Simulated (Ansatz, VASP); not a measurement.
**MgO: VASP beside Ansatz**

```
CELL_PARAMETERS angstrom
3.52988 0.00000 0.00000
-1.76494 3.05697 0.00000
0.00000 0.00000 4.07378
ATOMIC_POSITIONS crystal
Mg 0.66667 0.33333 0.82898
Mg 0.33333 0.66667 0.32898
O 0.66667 0.33333 0.17102
O 0.33333 0.66667 0.67102
```

Alike in both runs: task relaxation of cell and atoms; functional PBE; k mesh 6 × 6 × 4; occupations gaussian, width 0.1 eV; no spin polarisation.

|  | VASP | Ansatz |
| --- | --- | --- |
| version | VASP 6.6.1 | Ansatz 0.2.0 |
| potentials or method | VASP PAW PBE potentials, release 64 (Mg, O), cutoff 600 eV | scalar-relativistic, plane waves, PAW |
| valence electrons in the cell | 16 | 32 |

```tsv
	VASP	Ansatz	Ansatz less VASP
gap on the k mesh at the Fermi level, each at its own relaxed structure (eV)	3.28	3.28	-0.002
relaxed volume (Å³/atom)	11.33	11.37	+0.044
relaxed cell length with the largest relative difference (Å)	3.516	3.521	+0.0049
```

VASP's potentials hold 16 valence electrons a cell and Ansatz's 32, so a difference there can come from the potentials and not from the codes.
